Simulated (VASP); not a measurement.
# TePb (Fm-3m) in VASP: single point with HSE06

Aim: the single point of TePb with HSE06.

Everything below comes from runs of VASP 6.6.1. Logs are shortened: lines on timing, memory, paths and dates and some standing lists are left out, and cuts for length are marked.

### 1 The cell of the first run

It takes space group Fm-3m (No. 225, cubic). Conventional cell: a = 6.536 Å, b = 6.536 Å, c = 6.536 Å, α = 90.00°, β = 90.00°, γ = 90.00°. Pb (site symmetry m-3m) has 6 Te at 3.27 Å within 4.3 Å. Te (site symmetry m-3m) has 6 Pb at 3.27 Å within 4.3 Å.

### 2 Single point, HSE06

Input file POSCAR:

```
TePb
1.0
    0.0000000000      3.2678368520      3.2678368520
    3.2678368520      0.0000000000      3.2678368520
    3.2678368520      3.2678368520      0.0000000000
Pb Te
1 1
Direct
    0.0000000000      0.0000000000      0.0000000000
    0.5000000000      0.5000000000      0.5000000000
```

Input file INCAR.step1:

```
ALGO     = Normal         # electronic algorithm
EDIFF    = 1E-5           # SCF threshold, eV
ENCUT    = 520            # plane-wave cutoff, eV
GGA      = PE             # functional
ISIF     = 2              # what is computed and relaxed
ISMEAR   = 0              # smearing method
LASPH    = T              # aspherical terms in the spheres
LCHARG   = F              # write CHGCAR
LREAL    = F              # projectors in reciprocal space
LWAVE    = T              # write WAVECAR
NBANDS   = 17             # bands
NELM     = 100            # most SCF steps
PREC     = Accurate       # precision mode
SIGMA    = 0.01           # smearing width, eV
```

Input file INCAR.step2:

```
ALGO     = Normal         # electronic algorithm
EDIFF    = 1E-6           # SCF threshold, eV
ENCUT    = 520            # plane-wave cutoff, eV
GGA      = PE             # functional
HFSCREEN = 0.2079         # screening, 1/A
ISIF     = 2              # what is computed and relaxed
ISMEAR   = 0              # smearing method
ISTART   = 1            
LASPH    = T              # aspherical terms in the spheres
LCHARG   = F              # write CHGCAR
LHFCALC  = T              # exact exchange
LREAL    = F              # projectors in reciprocal space
LWAVE    = F              # write WAVECAR
NBANDS   = 17             # bands
NELM     = 100            # most SCF steps
PREC     = Accurate       # precision mode
PRECFOCK = Normal       
SIGMA    = 0.01           # smearing width, eV
```

Input file KPOINTS:

```
k-points
0
Gamma
  4 4 4
```

Potentials or basis: VASP PAW PBE potentials, release 64 (Pb_d, Te).

On the command line:

```
$ cat potpaw_PBE.64/Pb_d/POTCAR potpaw_PBE.64/Te/POTCAR > POTCAR
$ cp INCAR.step1 INCAR
$ mpirun -np 1 vasp_std > vasp.out
$ cp INCAR.step2 INCAR
$ mpirun -np 1 vasp_std > vasp.out
```

OUTCAR:

```text
EDIFF = 1E-6
   ENCUT = 520
   GGA = PE
   HFSCREEN = 0.2079
   ISIF = 2
   ISMEAR = 0
   ISTART = 1
   LASPH = T
   LHFCALC = T
   LREAL = F
   NELM = 100
   PREC = Accurate
   PRECFOCK = Normal

 ion  position               nearest neighbor table
   1  0.000  0.000  0.000-   2 3.27   2 3.27   2 3.27   2 3.27   2 3.27   2 3.27
   2  0.500  0.500  0.500-   1 3.27   1 3.27   1 3.27   1 3.27   1 3.27   1 3.27

  LATTYP: Found a face centered cubic cell.
 ALAT       =     6.5356737040

  Lattice vectors:

 A1 = (   0.0000000000,   3.2678368520,   3.2678368520)
 A2 = (   3.2678368520,   0.0000000000,   3.2678368520)
 A3 = (   3.2678368520,   3.2678368520,   0.0000000000)

Analysis of symmetry for initial positions (statically):
=====================================================================
 Subroutine PRICEL returns:
 Original cell was already a primitive cell.

 Routine SETGRP: Setting up the symmetry group for a
 face centered cubic supercell.

 Subroutine GETGRP returns: Found 48 space group operations
 (whereof 48 operations were pure point group operations)
 out of a pool of 48 trial point group operations.

The static configuration has the point symmetry O_h .

Analysis of symmetry for dynamics (positions and initial velocities):
=====================================================================
 Subroutine PRICEL returns:
 Original cell was already a primitive cell.

 Routine SETGRP: Setting up the symmetry group for a
 face centered cubic supercell.

 Subroutine GETGRP returns: Found 48 space group operations
 (whereof 48 operations were pure point group operations)
 out of a pool of 48 trial point group operations.

The dynamic configuration has the point symmetry O_h .

 Subroutine INISYM returns: Found 48 space group operations
 (whereof 48 operations are pure point group operations),
 and found     1 'primitive' translations

----------------------------------------------------------------------------------------

                                     Primitive cell

  volume of cell :      69.7929

  direct lattice vectors                    reciprocal lattice vectors
     0.000000000  3.267836852  3.267836852    -0.153006415  0.153006415  0.153006415
[... 72 lines left out ...]
   NSW    =      0    number of steps for IOM
   IBRION =     -1    ionic relax: 0-MD 1-quasi-New 2-CG
   NFREE  =      0    steps in history (QN), initial steepest desc. (CG)
   ISIF   =      2    stress and relaxation
   ISYM   =      3    0-nonsym 1-usesym 2-fastsym
   POTIM  = 0.5000    time-step for ionic-motion
   TEBEG  =    0.0;   TEEND  =   0.0 temperature during run
   PSTRESS=    0.0 pullay stress
   NELECT =      20.0000    total number of electrons
   NUPDOWN=      -1.0000    fix difference up-down
   EMIN   =  10.00;   EMAX   =-10.00  energy-range for DOS
   EFERMI =   0.00;   METHOD = LEGACY
   ISMEAR =     0;   SIGMA  =   0.01  broadening in eV -4-tet -1-fermi 0-gaus
   EFERMI_NEDOS =   21; number of points for ismear=-14 and -15
   IALGO  =     38    algorithm
   IMIX   =      1    mixing-type and parameters
     AMIX     =   0.40;   BMIX     =  1.00
     AMIX_MAG =   1.60;   BMIX_MAG =  1.00
  volume/ion in A,a.u.               =      34.90       235.49
  Fermi-wavevector in a.u.,A,eV,Ry     =   1.079314  2.039608 15.849680  1.164919
  Thomas-Fermi vector in A             =   2.215276
   LORBIT       =      0    0 simple, 1 ext, 2 COOP (PROOUT), +10 PAW based schemes
   GGA     = PE    functional components
   LHFCALC =     T    Hartree Fock is set to
   PRECFOCK=normal    Normal, Fast or Accurate (Low or Medium for compatibility)
   ENCUT4O =  -1.0   cutoff for four orbital integrals eV
   NKREDX  =     1    reduce k-point grid by
   NKREDY  =     1    reduce k-point grid by
   NKREDZ  =     1    reduce k-point grid by
   AEXX    =    0.2500 exact exchange contribution
   HFSCREEN=    0.2079 screening length (either q_TF or 0.3 A-1)
   HFSCREENC=   0.2079 screening length for correlation (either q_TF or 0.3 A-1)
   ENCUTFOCK=  -1.0 apply spherical cutoff to Coloumb kernel
   IVDW    =     0    specifies the selected vdW correction
   LEPSILON=     F    determine dielectric tensor
   LRPA    =     F    only Hartree local field effects (RPA)
 non-spin polarized calculation
 Gauss-broadening in eV      SIGMA  =   0.01
  energy-cutoff  :      520.00
  volume of cell :       69.79
 maximum number of plane-waves:      1893
 NGX is ok and might be reduce to    36
  NGX = 28; NGY = 28; NGZ = 28

 number of electron      20.0000002 magnetization

 Free energy of the ion-electron system (eV)
  ---------------------------------------------------
  ext. energy  EPLUGINS =         0.00000000
  ---------------------------------------------------
  free energy    TOTEN  =        -8.96803767 eV

  energy without entropy =       -8.96803767  energy(sigma->0) =       -8.96803767

 E-fermi :   4.9567     XC(G=0):  -7.6418

 val. band max:        4.9008148926   @ k =   0.5000   0.0000   0.0000
 cond. band min:       6.0667886357   @ k =   0.5000   0.0000   0.0000
 fundamental gap:      1.1659737431
 Fermi energy:         4.9566568125

 k-point     1 :       0.0000    0.0000    0.0000
  band No.  band energies     occupation
      1     -13.5944      2.00000
      2     -13.5944      2.00000
      3     -13.5799      2.00000
      4     -13.5799      2.00000
      5     -13.5799      2.00000
      6      -8.0624      2.00000
[... 137 lines left out ...]
      4     -13.5734      2.00000
      5     -13.5575      2.00000
      6      -6.1542      2.00000
[... 9 lines left out ...]
     16      16.6767      0.00000
     17      16.7044      0.00000

------------------------ aborting loop because EDIFF is reached ----------------------------------------

  FORCE on cell =-STRESS in cart. coord.  units (eV):
  Direction    XX          YY          ZZ          XY          YZ          ZX
  --------------------------------------------------------------------------------------
  -------------------------------------------------------------------------------------
  Total       -0.2250410     -0.2250410     -0.2250410      0.0000000     -0.0000000      0.0000000
  in kB       -5.1660793     -5.1660793     -5.1660793      0.0000000     -0.0000000      0.0000000
  external PRESSURE =      -5.1660793 kB  Pullay stress =       0.0000000 kB

 VOLUME and BASIS-vectors are now :
 -----------------------------------------------------------------------------
  energy-cutoff  :      520.00
  volume of cell :       69.79
      direct lattice vectors                 reciprocal lattice vectors
     0.000000000  3.267836852  3.267836852    -0.153006415  0.153006415  0.153006415
     3.267836852  0.000000000  3.267836852     0.153006415 -0.153006415  0.153006415
     3.267836852  3.267836852  0.000000000     0.153006415  0.153006415 -0.153006415

 POSITION                                       TOTAL-FORCE (eV/Angst)
 -----------------------------------------------------------------------------------
      0.00000      0.00000      0.00000        -0.000000     -0.000000     -0.000000
      3.26784      3.26784      3.26784         0.000000      0.000000      0.000000
 -----------------------------------------------------------------------------------
    total drift:                               -0.000001     -0.000004      0.000002

  FREE ENERGIE OF THE ION-ELECTRON SYSTEM (eV)
  ---------------------------------------------------
  free  energy   TOTEN  =        -8.9680376657 eV

  energy  without entropy=       -8.9680376657  energy(sigma->0) =       -8.96803767
```

OUTCAR.step1:

```text
EDIFF = 1E-5
   ENCUT = 520
   GGA = PE
   ISIF = 2
   ISMEAR = 0
[... 363 lines left out ...]
 -----------------------------------------------------------------------------------
      0.00000      0.00000      0.00000         0.000000     -0.000000      0.000000
      3.26784      3.26784      3.26784        -0.000000      0.000000     -0.000000
 -----------------------------------------------------------------------------------
    total drift:                               -0.000000      0.000000      0.000000

  FREE ENERGIE OF THE ION-ELECTRON SYSTEM (eV)
  ---------------------------------------------------
  free  energy   TOTEN  =        -7.5135320437 eV

  energy  without entropy=       -7.5135320437  energy(sigma->0) =       -7.51353204
```

OSZICAR.step1:

```text
N       E                     dE             d eps       ncg     rms          rms(c)
DAV:   1     0.152902673711E+03    0.15290E+03   -0.91685E+03   280   0.110E+03
DAV:   2     0.335688057541E+01   -0.14955E+03   -0.14522E+03   277   0.293E+02
DAV:   3    -0.734979517326E+01   -0.10707E+02   -0.10664E+02   360   0.869E+01
DAV:   4    -0.764368001370E+01   -0.29388E+00   -0.29381E+00   348   0.156E+01
DAV:   5    -0.765176921081E+01   -0.80892E-02   -0.80888E-02   374   0.230E+00    0.311E+00
DAV:   6    -0.751554041653E+01    0.13623E+00   -0.31280E-01   412   0.372E+00    0.193E+00
DAV:   7    -0.751154415491E+01    0.39963E-02   -0.87281E-02   346   0.139E+00    0.917E-01
DAV:   8    -0.751365962368E+01   -0.21155E-02   -0.10340E-02   331   0.101E+00    0.163E-01
DAV:   9    -0.751349560609E+01    0.16402E-03   -0.15755E-03   437   0.405E-01    0.713E-02
DAV:  10    -0.751352681493E+01   -0.31209E-04   -0.18808E-04   323   0.106E-01    0.179E-02
DAV:  11    -0.751353204373E+01   -0.52288E-05   -0.44034E-05   382   0.538E-02
   1 F= -.75135320E+01 E0= -.75135320E+01  d E =-.240926E-48
```

Wall time 27 min (1 thread of AMD EPYC 7R43 (Zen 3), shared host); peak memory 0.27 GiB.

Results:

| Quantity | Value |
| --- | --- |
| Free energy | -8.9680 eV |
| Pressure | -0.5 GPa |
| Band gap on the k mesh | 1.17 eV, direct |

Caveat: the PAW data sets were made with another functional, which shifts forces and pressure a little; spin-orbit coupling is left out, which moves the levels of the heavy elements. A k mesh can miss the band edges.
